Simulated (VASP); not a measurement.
Ti, 2 atoms in the cell. The structure is hexagonal, space group P6_3/mmc (No. 194). The conventional cell has a = 2.900 Å, b = 2.900 Å, c = 4.600 Å, α = 90.00°, β = 90.00°, γ = 120.00°. Within 3.7 Å of Ti (site symmetry -6m2) lie 12 Ti at 2.84 to 2.90 Å. 

```yaml
Program: VASP 6.6.1
Task: single point
Functional: PBE
Potentials_or_basis: VASP PAW PBE potentials, release 64 (Ti_sv)
Cutoff: 500 eV
k_mesh: 9 × 9 × 4
Occupations: gaussian, width 0.1 eV
Spin: no spin polarisation
Dipole_correction: no
Further_INCAR_settings: ALGO = Normal; EDIFF = 1e-06; NBANDS = 19
```

Potentials or basis: VASP PAW PBE potentials, release 64 (Ti_sv).

The run is started by

```sh
$ cat potpaw_PBE.64/Ti_sv/POTCAR > POTCAR
$ mpirun -np 1 vasp_std > vasp.out
```

Hardware: 1 thread of Intel(R) Xeon(R) 6975P-C (Granite Rapids), on a shared host.

Task: Estimate the wall time of this run.

Result: Run time: 10 s on 1 thread of Intel(R) Xeon(R) 6975P-C (Granite Rapids), with other jobs on the host, peak memory 0.15 GiB. Counts: scf iterations 13, k points 36.
